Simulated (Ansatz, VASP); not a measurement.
Two plane-wave programs on AlNi3

```
CELL_PARAMETERS angstrom
3.52305 0.00000 0.00000
0.00000 3.52305 0.00000
0.00000 0.00000 3.52305
ATOMIC_POSITIONS crystal
Ni 0.50000 0.50000 0.00000
Ni 0.50000 0.00000 0.50000
Ni 0.00000 0.50000 0.50000
Al 0.00000 0.00000 0.00000
```

Alike in both runs: task relaxation of cell and atoms; functional PBE; dispersion D3(BJ); k mesh 8 × 8 × 8; occupations fermi-dirac, width 0.05 eV; collinear spin.

```csv
,VASP,Ansatz
version,VASP 6.6.1,Ansatz 0.2.0
potentials or method,"VASP PAW PBE potentials, release 64 (Ni, Al)",Ansatz PAW
plane-wave cutoff (eV),600,420
valence electrons in the cell,33,57
```

VASP gave:

```
gap on the k mesh at the Fermi level, each at its own relaxed structure (eV) : none
net moment per atom (μB)                                                     : 0.17
size of the moment on the site where the two differ most (μB)                : 0.24
relaxed volume (Å³/atom)                                                     : 10.93
relaxed length of the cell vector where the two differ most in proportion (Å)              : 3.523
```

Q: What did Ansatz give for the same quantities?

A: gap on the k mesh at the Fermi level, each at its own relaxed structure (eV): none; net moment per atom (μB): 0.18; size of the moment on the site where the two differ most (μB): 0.26; relaxed volume (Å³/atom): 10.94; relaxed length of the cell vector where the two differ most in proportion (Å): 3.524.

Site moments also hang on the region over which each program counts them. A gap of «none» marks a metal or a gap that the smearing closes. VASP's potentials hold 33 valence electrons a cell and Ansatz's 57, so a difference there can come from the potentials and not from the codes.

Noted on VASP's run: the relaxation stopped at its first step, so nothing moved. Noted on Ansatz's run: the plane-wave basis is chosen anew once the cell has moved, so the energies of steps on either side of that aren't comparable.
